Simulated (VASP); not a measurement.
A run of VASP 6.6.1:

POSCAR

```
TiRe
1.0
    3.2427200000      0.0000000000      0.0000000000
    0.0000000000      3.2427200000      0.0000000000
    0.0000000000      0.0000000000      2.8685600000
Ti Re
1 1
Direct
    0.5000000000      0.5000000000      0.5000000000
    0.0000000000      0.0000000000      0.0000000000
```

File INCAR.step1:

```
PREC = Accurate
ENCUT = 520
ISMEAR = 0
SIGMA = 0.15
LREAL = False
LASPH = True
NELM = 80
NBANDS = 16
GGA = PE
ALGO = Normal
EDIFF = 1E-4
LWAVE = True
LCHARG = False
```

The input INCAR.step2:

```
PREC = Accurate
ENCUT = 520
EDIFF = 1E-7
ISMEAR = 0
SIGMA = 0.15
LREAL = False
LASPH = True
NELM = 80
ALGO = Normal
ISIF = 2
LWAVE = False
LCHARG = True
METAGGA = R2SCAN
LMIXTAU = True
LELF = True
LVHAR = True
NBANDS = 16
ISTART = 1
```

The input KPOINTS:

```
Automatic mesh
0
Gamma
  16 16 16
```

Potentials or basis: VASP PAW PBE potentials, release 64 (Ti_sv, Re).

Launch:

```bash
$ cat potpaw_PBE.64/Ti_sv/POTCAR potpaw_PBE.64/Re/POTCAR > POTCAR
$ cp INCAR.step1 INCAR
$ mpirun -np 1 vasp_std > vasp.out
$ cp INCAR.step2 INCAR
$ mpirun -np 1 vasp_std > vasp.out
```

Hardware: 1 thread of Intel(R) Xeon(R) Platinum 8259CL CPU @ 2.50GHz (Skylake/Cascade Lake), on a shared host.

Q: How long does it take, and how much memory?

A: Wall time 7.8 min on 1 thread of Intel(R) Xeon(R) Platinum 8259CL CPU @ 2.50GHz (Skylake/Cascade Lake), on a shared host, peak memory 0.33 GiB. Counts: k points 405.
